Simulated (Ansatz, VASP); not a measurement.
**PtS2: VASP beside Ansatz**

INCAR

```
SYSTEM = PtS2
  PREC = Accurate
  ENCUT = 520
  EDIFF = 1E-6
  ISMEAR = 0
  SIGMA = 0.05
  LREAL = .False.
  LASPH = .True.
  NELM = 60
  ALGO = Normal
  ISIF = 2
  LWAVE = .False.
  LCHARG = .False.
  LDIPOL = .True.
  IDIPOL = 3
  DIPOL = 0.5 0.5 0.383
  GGA = PE
  IVDW = 12
  NBANDS = 31
```

File KPOINTS:

```
regular mesh
0
Gamma
  9 9 1
  0 0 0
```

Contents of POSCAR:

```
PtS2
1.0
    3.5415266177      0.0000000000      0.0000000000
   -1.7707633089      3.0670520191      0.0000000000
    0.0000000000      0.0000000000     22.4670701842
S Pt
4 2
Direct
    0.6666666667      0.3333333333      0.2002931385
    0.3333333333      0.6666666667      0.3108342581
    1.0000000000      1.0000000000      0.4550453178
    0.6666666667      1.3333333333      0.5655864374
    0.0000000000      0.0000000000      0.2555636983
    0.3333333333      0.6666666667      0.5103158776
```

Input for Ansatz:

```yaml
crystal:
  lattice:
    - [3.5415266177, 0.0, 0.0]
    - [-1.7707633089, 3.0670520191, 0.0]
    - [0.0, 0.0, 22.4670701842]
  atoms:
    - { symbol: S, position: [0.6666666667, 0.3333333333, 0.2002931385] }
    - { symbol: Pt, position: [0.0, 0.0, 0.2555636983] }
    - { symbol: S, position: [0.3333333333, 0.6666666667, 0.3108342581] }
    - { symbol: S, position: [1.0, 1.0, 0.4550453178] }
    - { symbol: Pt, position: [0.3333333333, 0.6666666667, 0.5103158776] }
    - { symbol: S, position: [0.6666666667, 1.3333333333, 0.5655864374] }
basis:
  ecutwfc: 420
kpoints:
  mp_grid: { grid: [9, 9, 1] }
hamiltonian:
  xc: pbe
  pseudopotentials: { kind: paw, azcp: { folder: soft_1 } }
  dispersion: d3bj
scf:
  occupations: { method: gaussian, width: 0.05 }
output:
  forces: true
  eigenvalues: true
efield:
  axis: 3
  dipole_correction: true
  ramp_width: 0.04
```

Alike in both runs: task single point; functional PBE; dispersion D3(BJ); k mesh 9 × 9 × 1; occupations gaussian, width 0.05 eV; no spin polarisation.

|  | VASP | Ansatz |
| --- | --- | --- |
| version | VASP 6.6.1 | Ansatz 0.2.0 |
| potentials or method | VASP PAW PBE potentials, release 64 (S, Pt), cutoff 520 eV | scalar-relativistic, plane waves, PAW |
| valence electrons in the cell | 44 | 60 |

VASP gave:

| Property | Result |
| --- | --- |
| gap on the k mesh at the Fermi level (eV) | 1.43 |
| least direct gap on the mesh (eV) | 1.57 |
| rms of the force components (eV/Å) | 0.028 |

Q: Which values does Ansatz return?

A: gap on the k mesh at the Fermi level (eV): 1.42; least direct gap on the mesh (eV): 1.56; rms of the force components (eV/Å): 0.028.

VASP's potentials hold 44 valence electrons a cell and Ansatz's 60, so a difference there can come from the potentials and not from the codes.

Neither program's run includes spin-orbit coupling.
